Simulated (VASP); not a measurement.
# Pb (Im-3m) in VASP: a series of runs, part 2 of 2

VASP 6.6.1. Earlier steps stand in the parts before.

## Step 3: Single point, RPBE, collinear spin, ferromagnetic start (volume scaled by 1.02)

The input, INCAR:

```
SYSTEM = Pb
  PREC = Accurate
  ENCUT = 520
  EDIFF = 1E-7
  ISMEAR = -5
  SIGMA = 0.05
  LREAL = .False.
  LASPH = .True.
  NELM = 150
  ALGO = Normal
  ISIF = 2
  LWAVE = .False.
  LCHARG = .False.
  ISPIN = 2
  MAGMOM = 1
  LORBIT = 11
  NUPDOWN = 1.0
  GGA = RP
  NBANDS = 17
```

The input, KPOINTS:

```
Automatic mesh
0
Gamma
  9 9 9
  0 0 0
```

The input, POSCAR:

```
Pb
1.0
   -1.9927702770      1.9927702770      1.9927702770
    1.9927702770     -1.9927702770      1.9927702770
    1.9927702770      1.9927702770     -1.9927702770
Pb
1
Direct
    0.0000000000      0.0000000000      0.0000000000
```

Potentials or basis: VASP PAW PBE potentials, release 64 (Pb_d).

Run with:

```console
cat potpaw_PBE.64/Pb_d/POTCAR > POTCAR
mpirun -np 1 vasp_std > vasp.out
```

OUTCAR:

```text
SYSTEM = Pb
   PREC = Accurate
   ENCUT = 520
   EDIFF = 1E-7
   ISMEAR = -5
   LREAL = .False.
   LASPH = .True.
   NELM = 150
   ISIF = 2
   ISPIN = 2
   LORBIT = 11
   NUPDOWN = 1.0
   GGA = RP

 ion  position               nearest neighbor table
   1  0.000  0.000  0.000-

  LATTYP: Found a body centered cubic cell.
 ALAT       =     3.9855405540

  Lattice vectors:

 A1 = (  -1.9927702770,   1.9927702770,   1.9927702770)
 A2 = (   1.9927702770,  -1.9927702770,   1.9927702770)
 A3 = (   1.9927702770,   1.9927702770,  -1.9927702770)

Analysis of symmetry for initial positions (statically):
=====================================================================
 Subroutine PRICEL returns:
 Original cell was already a primitive cell.

 Routine SETGRP: Setting up the symmetry group for a
 body centered cubic supercell.

 Subroutine GETGRP returns: Found 48 space group operations
 (whereof 48 operations were pure point group operations)
 out of a pool of 48 trial point group operations.

The static configuration has the point symmetry O_h .

Analysis of symmetry for dynamics (positions and initial velocities):
=====================================================================
 Subroutine PRICEL returns:
 Original cell was already a primitive cell.

 Routine SETGRP: Setting up the symmetry group for a
 body centered cubic supercell.

 Subroutine GETGRP returns: Found 48 space group operations
 (whereof 48 operations were pure point group operations)
 out of a pool of 48 trial point group operations.

The dynamic configuration has the point symmetry O_h .

Analysis of structural, dynamic, and magnetic symmetry:
=====================================================================
 Subroutine PRICEL returns:
 Original cell was already a primitive cell.

 Routine SETGRP: Setting up the symmetry group for a
 body centered cubic supercell.

 Subroutine GETGRP returns: Found 48 space group operations
 (whereof 48 operations were pure point group operations)
 out of a pool of 48 trial point group operations.

The overall configuration has the point symmetry O_h .

 Subroutine INISYM returns: Found 48 space group operations
 (whereof 48 operations are pure point group operations),
 and found     1 'primitive' translations

----------------------------------------------------------------------------------------

                                     Primitive cell

  volume of cell :      31.6542

  direct lattice vectors                    reciprocal lattice vectors
    -1.992770277  1.992770277  1.992770277     0.000000000  0.250906994  0.250906994
     1.992770277 -1.992770277  1.992770277     0.250906994  0.000000000  0.250906994
     1.992770277  1.992770277 -1.992770277     0.250906994  0.250906994  0.000000000

  length of vectors
     3.451579368  3.451579368  3.451579368     0.354836074  0.354836074  0.354836074

  position of ions in fractional coordinates (direct lattice)
     0.000000000  0.000000000  0.000000000

  ion indices of the primitive-cell ions
   primitive index   ion index
                 1           1

[... 57 lines left out ...]
   total plane-waves  NPLWV =  21952
   dimension x,y,z NGX =    28 NGY =   28 NGZ =   28
   dimension x,y,z NGXF=    56 NGYF=   56 NGZF=   56
   ions per type =               1
   NGX,Y,Z   is equivalent  to a cutoff of  13.49, 13.49, 13.49 a.u.
   NGXF,Y,Z  is equivalent  to a cutoff of  26.97, 26.97, 26.97 a.u.
 SYSTEM =  Pb
   PREC   = accura    normal or accurate (medium, high low for compatibility)
   ISTART =      0    job   : 0-new  1-cont  2-samecut
   ICHARG =      2    charge: 1-file 2-atom 10-const
   ISPIN  =      2    spin polarized calculation?
   LNONCOLLINEAR =      F non collinear calculations
   LSORBIT =      F    spin-orbit coupling
   LASPH  =      T    aspherical Exc in radial PAW
   ENCUT  =  520.0 eV  38.22 Ry    6.18 a.u.   6.42  6.42  6.42*2*pi/ulx,y,z
   NELM   =    150;   NELMIN=  2; NELMDL= -5     # of ELM steps
   EDIFF  = 0.1E-06   stopping-criterion for ELM
   LREAL  =      F    real-space projection
   EDIFFG = 0.1E-05   stopping-criterion for IOM
   NSW    =      0    number of steps for IOM
   IBRION =     -1    ionic relax: 0-MD 1-quasi-New 2-CG
   NFREE  =      0    steps in history (QN), initial steepest desc. (CG)
   ISIF   =      2    stress and relaxation
   ISYM   =      2    0-nonsym 1-usesym 2-fastsym
   POTIM  = 0.5000    time-step for ionic-motion
   TEBEG  =    0.0;   TEEND  =   0.0 temperature during run
   PSTRESS=    0.0 pullay stress
   NELECT =      14.0000    total number of electrons
   NUPDOWN=       1.0000    fix difference up-down
   EMIN   =  10.00;   EMAX   =-10.00  energy-range for DOS
   EFERMI =   0.00;   METHOD = LEGACY
   ISMEAR =    -5;   SIGMA  =   0.05  broadening in eV -4-tet -1-fermi 0-gaus
   EFERMI_NEDOS =   21; number of points for ismear=-14 and -15
   IALGO  =     38    algorithm
   IMIX   =      4    mixing-type and parameters
     AMIX     =   0.40;   BMIX     =  1.00
     AMIX_MAG =   1.60;   BMIX_MAG =  1.00
  volume/ion in A,a.u.               =      31.65       213.61
  Fermi-wavevector in a.u.,A,eV,Ry     =   1.247308  2.357070 21.167625  1.555777
  Thomas-Fermi vector in A             =   2.381446
   LORBIT       =     11    0 simple, 1 ext, 2 COOP (PROOUT), +10 PAW based schemes
   GGA     = RP    functional components
   LHFCALC =     F    Hartree Fock is set to
   AEXX    =    0.0000 exact exchange contribution
   IVDW    =     0    specifies the selected vdW correction
   LEPSILON=     F    determine dielectric tensor
   LRPA    =     F    only Hartree local field effects (RPA)
 spin polarized calculation
 Fermi weights with tetrahedron method with Bloechl corrections
  energy-cutoff  :      520.00
  volume of cell :       31.65
 maximum number of plane-waves:       887
 NGX is ok and might be reduce to    28
   NGX = 13   NGY = 13   NGZ = 13

 number of electron      13.9999998 magnetization       1.0000000

 Free energy of the ion-electron system (eV)
  ---------------------------------------------------
  ext. energy  EPLUGINS =         0.00000000
  ---------------------------------------------------
  free energy    TOTEN  =        -2.50394772 eV

  energy without entropy =       -2.50394772  energy(sigma->0) =       -2.50394772

 E-fermi :   5.6257     XC(G=0):  -9.8195

 val. band max:        8.1572100585   @ k =  -0.2222   0.2222   0.2222
 cond. band min:       5.5324287570   @ k =   0.3333   0.3333   0.0000
 fundamental gap:     -2.6247813015
 Fermi energy:         8.1925959331

 spin component 1

 k-point     1 :       0.0000    0.0000    0.0000
  band No.  band energies     occupation
      1     -10.2519      1.00000
      2     -10.2519      1.00000
      3     -10.2519      1.00000
      4     -10.0312      1.00000
      5     -10.0312      1.00000
      6      -4.8779      1.00000
[... 459 lines left out ...]
      6      -0.7247      1.00000
[... 9 lines left out ...]
     16      28.2751      0.00000
     17      28.4416      0.00000

 [... further k-points ...]

 spin component 2

 k-point     1 :       0.0000    0.0000    0.0000
  band No.  band energies     occupation
      1     -10.1168      1.00000
      2     -10.1168      1.00000
      3     -10.1168      1.00000
      4      -9.9218      1.00000
      5      -9.9218      1.00000
      6      -4.0892      1.00000
[... 459 lines left out ...]
      6      -0.1115      1.00000
[... 9 lines left out ...]
     16      29.1943      0.00000
     17      29.3149      0.00000

 [... further k-points ...]

------------------------ aborting loop because EDIFF is reached ----------------------------------------

  FORCE on cell =-STRESS in cart. coord.  units (eV):
  Direction    XX          YY          ZZ          XY          YZ          ZX
  --------------------------------------------------------------------------------------
  -------------------------------------------------------------------------------------
  Total        1.0306926      1.0306926      1.0306926      0.0000000      0.0000000      0.0000000
  in kB       52.1684606     52.1684606     52.1684606      0.0000000      0.0000000      0.0000000
  external PRESSURE =      52.1684606 kB  Pullay stress =       0.0000000 kB

 VOLUME and BASIS-vectors are now :
 -----------------------------------------------------------------------------
  energy-cutoff  :      520.00
  volume of cell :       31.65
      direct lattice vectors                 reciprocal lattice vectors
    -1.992770277  1.992770277  1.992770277     0.000000000  0.250906994  0.250906994
     1.992770277 -1.992770277  1.992770277     0.250906994  0.000000000  0.250906994
     1.992770277  1.992770277 -1.992770277     0.250906994  0.250906994  0.000000000

 POSITION                                       TOTAL-FORCE (eV/Angst)
 -----------------------------------------------------------------------------------
      0.00000      0.00000      0.00000         0.000000     -0.000000     -0.000000
 -----------------------------------------------------------------------------------
    total drift:                               -0.000000     -0.000000     -0.000000

  FREE ENERGIE OF THE ION-ELECTRON SYSTEM (eV)
  ---------------------------------------------------
  free  energy   TOTEN  =        -2.5039477165 eV

  energy  without entropy=       -2.5039477165  energy(sigma->0) =       -2.50394772

 total charge

# of ion       s       p       d       tot
------------------------------------------
    1        1.396   0.745   9.815  11.956

 magnetization (x)

# of ion       s       p       d       tot
------------------------------------------
    1        0.045   0.362   0.017   0.424
```

OSZICAR:

```text
N       E                     dE             d eps       ncg     rms          rms(c)
DAV:   1     0.111607348649E+03    0.11161E+03   -0.63469E+03  2461   0.906E+02
DAV:   2     0.386697945705E+01   -0.10774E+03   -0.10226E+03  2577   0.263E+02
DAV:   3    -0.218776977162E+01   -0.60547E+01   -0.60202E+01  3043   0.630E+01
DAV:   4    -0.232064147030E+01   -0.13287E+00   -0.13288E+00  3100   0.949E+00
DAV:   5    -0.232561235022E+01   -0.49709E-02   -0.49748E-02  3372   0.179E+00    0.405E+00
DAV:   6    -0.249018338580E+01   -0.16457E+00   -0.11318E-01  3118   0.379E+00    0.142E+00
DAV:   7    -0.250359988669E+01   -0.13417E-01   -0.12514E-02  3050   0.136E+00    0.199E-01
DAV:   8    -0.250397311321E+01   -0.37323E-03   -0.18319E-03  3138   0.399E-01    0.113E-01
DAV:   9    -0.250396895132E+01    0.41619E-05   -0.42108E-04  3073   0.232E-01    0.476E-02
DAV:  10    -0.250396789846E+01    0.10529E-05   -0.96995E-05  3275   0.136E-01    0.228E-02
DAV:  11    -0.250394845632E+01    0.19442E-04   -0.29433E-05  2923   0.648E-02    0.409E-03
DAV:  12    -0.250394848617E+01   -0.29848E-07   -0.20809E-06  3021   0.145E-02    0.259E-03
DAV:  13    -0.250394764839E+01    0.83778E-06   -0.32788E-07  2736   0.578E-03    0.937E-04
DAV:  14    -0.250394771649E+01   -0.68102E-07   -0.54545E-08  2392   0.200E-03
   1 F= -.25039477E+01 E0= -.25039477E+01  d E =0.000000E+00  mag=     1.0000
```

stdout:

```text
POSCAR found type information on POSCAR Pb
 POSCAR found :  1 types and       1 ions
 scaLAPACK will be used
 -----------------------------------------------------------------------------
|                                                                             |
[... 23 lines left out ...]
|     occupations, so forces and stress will be inaccurate. We suggest        |
|     using a different smearing scheme ISMEAR = 1 or 2 for metals in         |
|     relaxations.                                                            |
|                                                                             |
 -----------------------------------------------------------------------------
```

Run time: 24 s. Hardware: 1 thread of Intel Xeon 6975P-C (Granite Rapids), shared host; peak memory 0.18 GiB.

What came out:

| Property | Result |
| --- | --- |
| Free energy | -2.5039 eV |
| Pressure | 5.2 GPa |
| Net moment | 1.00 μB per cell |
| Site moments | Pb +0.42 μB |
| Valence electrons inside the program's atomic spheres | Pb 11.96 |

Caveat: the PAW data sets were made with another functional, which shifts forces and pressure a little; spin-orbit coupling is left out, which moves the levels of the heavy elements; the total moment is fixed, so each spin has its own Fermi level.

## Step 4: Single point, RPBE, collinear spin, ferromagnetic start (volume scaled by 1.04)

The input, INCAR:

```
PREC = Accurate
ENCUT = 520
EDIFF = 1E-6
ISMEAR = -5
SIGMA = 0.05
LREAL = F
LASPH = T
NELM = 150
ALGO = Normal
ISIF = 2
LWAVE = F
LCHARG = F
ISPIN = 2
MAGMOM = 1
LORBIT = 11
NUPDOWN = 1.0
GGA = RP
NBANDS = 17
```

The input, KPOINTS:

```
Automatic mesh
0
Gamma
  9 9 9
```

The input, POSCAR:

```
Pb
1.0
   -2.0057107064      2.0057107064      2.0057107064
    2.0057107064     -2.0057107064      2.0057107064
    2.0057107064      2.0057107064     -2.0057107064
Pb
1
Direct
    0.0000000000      0.0000000000      0.0000000000
```

Run with:

```console
cat potpaw_PBE.64/Pb_d/POTCAR > POTCAR
mpirun -np 1 vasp_std > vasp.out
```

It took 18 s on 1 thread of Intel Xeon 6975P-C (Granite Rapids), shared host; peak memory 0.18 GiB.

The run converged. Its results:

```yaml
Free_energy: -2.5223 eV
Pressure: 4.3 GPa
Net_moment: 1.00 μB per cell
Site_moments: Pb +0.42 μB
Valence_electrons_inside_the_program's_atomic_spheres: Pb 11.95
```

Caveat: the PAW data sets were made with another functional, which shifts forces and pressure a little; spin-orbit coupling is left out, which moves the levels of the heavy elements; the total moment is fixed, so each spin has its own Fermi level.

## Step 5: The runs side by side

| cell | pressure (GPa) | moment (μB) |
| --- | --- | --- |
| a = 3.429 Å, angles 109.5°, 1 atom | 6.2 | 1.00 |
| a = 3.452 Å, angles 109.5°, 1 atom | 5.2 | 1.00 |
| a = 3.474 Å, angles 109.5°, 1 atom | 4.3 | 1.00 |

Alike in all rows: task single point; level RPBE; potentials or basis VASP PAW PBE potentials, release 64 (Pb_d); spin collinear, ferromagnetic start; fixed moment (μB) 1.0; k mesh 9 × 9 × 9; cutoff (eV) 520; smearing tetrahedron.

Caveats: the PAW data sets were made with another functional, which shifts forces and pressure a little; spin-orbit coupling is left out, which moves the levels of the heavy elements; the total moment is fixed, so each spin has its own Fermi level.

Absolute energies hang on the potentials; compare differences alone.
